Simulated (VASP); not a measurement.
Wanted: the native input for a VASP 6.6.1 run.

```
Task                   : single point
Functional             : PBE
Potentials or basis    : VASP PAW PBE potentials, release 64 (Eu)
Cutoff                 : 520 eV
k mesh                 : 10 × 10 × 10
Occupations            : fermi-dirac, width 0.1 eV
Spin                   : collinear spin, ferromagnetic start
Starting moments       : [7.02] μB
Dipole correction      : no
Further INCAR settings : ALGO = Normal; EDIFF = 1e-06; NBANDS = 18
```

The structure of Eu lies in POSCAR:

```
Eu
1.0
   -2.1939508085      2.1939508085      2.1939508085
    2.1939508085     -2.1939508085      2.1939508085
    2.1939508085      2.1939508085     -2.1939508085
Eu
1
Direct
    0.0000000000      0.0000000000      0.0000000000
```

These files were run (other wordings do the same):

INCAR

```
PREC = Accurate
ENCUT = 520
EDIFF = 1E-6
ISMEAR = -1
SIGMA = 0.1
LREAL = F
LASPH = T
NELM = 150
ALGO = Normal
ISIF = 2
LWAVE = F
LCHARG = F
ISPIN = 2
MAGMOM = 7.02
LORBIT = 11
LMAXMIX = 6
GGA = PE
NBANDS = 18
```

KPOINTS

```
Automatic mesh
0
Gamma
  10 10 10
```

Potentials or basis: VASP PAW PBE potentials, release 64 (Eu).

Launch:

```bash
$ cat potpaw_PBE.64/Eu/POTCAR > POTCAR
$ mpirun -np 1 vasp_std > vasp.out
```

Results of the run:

| Item | Value |
| --- | --- |
| Pressure | -0.1 GPa |
| Net moment | 7.30 μB per cell |
| Site moments | Eu +6.67 μB |
| Valence electrons inside the program's atomic spheres | Eu 14.73 |

Wall time 42 s on 1 thread of Intel(R) Xeon(R) 6975P-C (Granite Rapids), with other jobs on the host, peak memory 0.21 GiB.
